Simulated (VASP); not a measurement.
Here is a VASP 6.6.1 calculation.

The input POSCAR:

```
Sb
1.0
    3.1809277622      0.0000000000      0.0000000000
    0.0000000000      3.1809277622      0.0000000000
    0.0000000000      0.0000000000      3.1809277622
Sb
1
Direct
    0.0000000000      0.0000000000      0.0000000000
```

The input INCAR.step1:

```
  PREC = Accurate
  ENCUT = 520
  EDIFF = 1E-5
  ISMEAR = -1
  SIGMA = 0.05
  LREAL = False
  LASPH = True
  NELM = 80
  ALGO = Normal
  ISIF = 2
  LWAVE = True
  GGA = PE
  NBANDS = 8
```

INCAR.step2

```
  PREC = Accurate
  ENCUT = 520
  EDIFF = 1E-6
  ISMEAR = -1
  SIGMA = 0.05
  LREAL = False
  LASPH = True
  NELM = 80
  ALGO = Normal
  ISIF = 2
  LWAVE = False
  LCHARG = True
  GGA = PE
  LHFCALC = True
  AEXX = 0.25
  PRECFOCK = Normal
  LELF = True
  LVHAR = True
  ISTART = 1
  NBANDS = 8
```

Contents of KPOINTS:

```
Automatic mesh
0
Gamma
  4 4 4
```

Potentials or basis: VASP PAW PBE potentials, release 64 (Sb).

The run is started by

```console
$ cat potpaw_PBE.64/Sb/POTCAR > POTCAR
$ cp INCAR.step1 INCAR
$ mpirun -np 1 vasp_std > vasp.out
$ cp INCAR.step2 INCAR
$ mpirun -np 1 vasp_std > vasp.out
```

Question: What does it give for the pressure?

Answer: -7.3 GPa.

Caveat: the k points lie up to 0.49 Å⁻¹ apart; the PAW data sets were made with another functional, which shifts forces and pressure a little.
